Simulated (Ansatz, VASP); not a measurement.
## Two plane-wave programs on Sb2Mo

```
Sb Mo
1.0
     5.03659    0.00000    0.00000
    -2.51830    4.36182    0.00000
     0.00000    0.00000    2.98793
Sb Mo
2 1
Direct
  0.33333 0.66667 0.50000
  0.66667 0.33333 0.50000
  0.00000 0.00000 0.00000
```

Alike in both runs: task relaxation of cell and atoms; functional r2SCAN; k mesh 6 × 6 × 6; occupations gaussian, width 0.1 eV; no spin polarisation.

|  | VASP | Ansatz |
| --- | --- | --- |
| version | VASP 6.6.1 | Ansatz 0.2.0 |
| potentials or method | VASP PAW PBE potentials, release 64 (Sb, Mo_sv), cutoff 600 eV | scalar-relativistic, plane waves, PAW |
| valence electrons in the cell | 24 | 44 |

VASP gave:

```
gap on the k mesh at the Fermi level, each at its own relaxed structure (eV) : none
relaxed volume (Å³/atom)                                                     : 21.93
relaxed cell length with the largest relative difference (Å)                 : 2.905
```

**Question.** Estimate Ansatz's values.

**Answer.** gap on the k mesh at the Fermi level, each at its own relaxed structure (eV): none; relaxed volume (Å³/atom): 21.90; relaxed cell length with the largest relative difference (Å): 2.903.

VASP's potentials were made for PBE, not for r2SCAN. A gap of «none» marks a metal or a gap that the smearing closes. VASP's potentials hold 24 valence electrons a cell and Ansatz's 44, so a difference there can come from the potentials and not from the codes.

Spin-orbit coupling is off throughout.
